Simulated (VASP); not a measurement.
Write the native input for VASP 6.6.1 that does the following.

- Task: single point
- Functional: PBE
- Potentials or basis: VASP PAW PBE potentials, release 64 (B, P)
- Cutoff: 520 eV
- k mesh: 16 × 16 × 14
- Occupations: gaussian, width 0.1 eV
- Spin: no spin polarisation
- Dipole correction: no
- Further INCAR settings: ALGO = Normal; EDIFF = 1e-07; NBANDS = 12

The structure of B2P lies in POSCAR:

```
B2P
1.0
    1.5117484022     -3.3192222648      0.0000000000
    1.5117484022      3.3192222648      0.0000000000
    0.0000000000      0.0000000000      3.1637141762
B P
2 1
Direct
    0.1939391615      0.8060608385      0.0000000000
    0.8060608385      0.1939391615      0.0000000000
    0.0000000000      0.0000000000      0.5000000000
```

The cell was built from a structure type or drawn by symmetry, and may not be a known phase.

The input as run:

INCAR

```
ALGO = Normal
EDIFF = 1E-7
ENCUT = 520
GGA = PE
ISIF = 2
ISMEAR = 0
LASPH = True
LCHARG = False
LREAL = False
LWAVE = False
NBANDS = 12
NELM = 100
PREC = Accurate
SIGMA = 0.1
```

KPOINTS

```
k-points
0
Gamma
  16 16 14
```

Potentials or basis: VASP PAW PBE potentials, release 64 (B, P).

The run is started by

```console
$ cat potpaw_PBE.64/B/POTCAR potpaw_PBE.64/P/POTCAR > POTCAR
$ mpirun -np 1 vasp_std > vasp.out
```

Results of the run:

The pressure is -0.1 GPa, the largest force is 0.010 eV/Å and the band gap on the k mesh is zero (an odd number of electrons rules out a gap without spin polarisation).

Run time: 74 s on 1 thread of Intel(R) Xeon(R) 6975P-C (Granite Rapids) (shared host), peak memory 0.31 GiB.
